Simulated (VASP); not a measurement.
A run of VASP 6.6.1 is set up as follows.

Contents of INCAR:

```
SYSTEM = ScAl3
PREC = Accurate
ENCUT = 600
EDIFF = 1E-6
ISMEAR = -1
SIGMA = 0.1
LREAL = .FALSE.
LASPH = .TRUE.
NELM = 60
ALGO = Normal
ISIF = 3
LWAVE = .FALSE.
LCHARG = .FALSE.
GGA = PE
IBRION = 2
NSW = 80
EDIFFG = -0.02
```

Contents of KPOINTS:

```
regular mesh
0
G
  7 7 7
  0 0 0
```

POSCAR

```
ScAl3
1.0
    4.0878070000      0.0000000000      0.0000000000
    0.0000000000      4.0878070000      0.0000000000
    0.0000000000      0.0000000000      4.0878070000
Sc Al
1 3
Direct
    0.0000000000      0.0000000000      0.0000000000
    0.5000000000      0.0000000000      0.5000000000
    0.0000000000      0.5000000000      0.5000000000
    0.5000000000      0.5000000000      0.0000000000
```

Potentials or basis: VASP PAW PBE potentials, release 64 (Sc_sv, Al).

The run is started by

```console
$ cat potpaw_PBE.64/Sc_sv/POTCAR potpaw_PBE.64/Al/POTCAR > POTCAR
$ mpirun -np 1 vasp_std > vasp.out
```

What does it give for the relaxed cell?

a = 4.106 Å, b = 4.106 Å, c = 4.106 Å, α = 90.00°, β = 90.00°, γ = 90.00°.

Estimate the space group after relaxing (to 0.1 Å).

Pm-3m (No. 221).

What does it give for the relaxed volume?

17.31 Å³/atom.

Estimate the band gap on the k mesh.

zero (bands 10 and 11 overlap by 3.62 eV).

Final structure:
```
CELL_PARAMETERS angstrom
4.10648 0.00000 0.00000
0.00000 4.10648 0.00000
0.00000 0.00000 4.10648
ATOMIC_POSITIONS crystal
Sc 0.00000 0.00000 0.00000
Al 0.50000 0.00000 0.50000
Al 0.00000 0.50000 0.50000
Al 0.50000 0.50000 0.00000
```
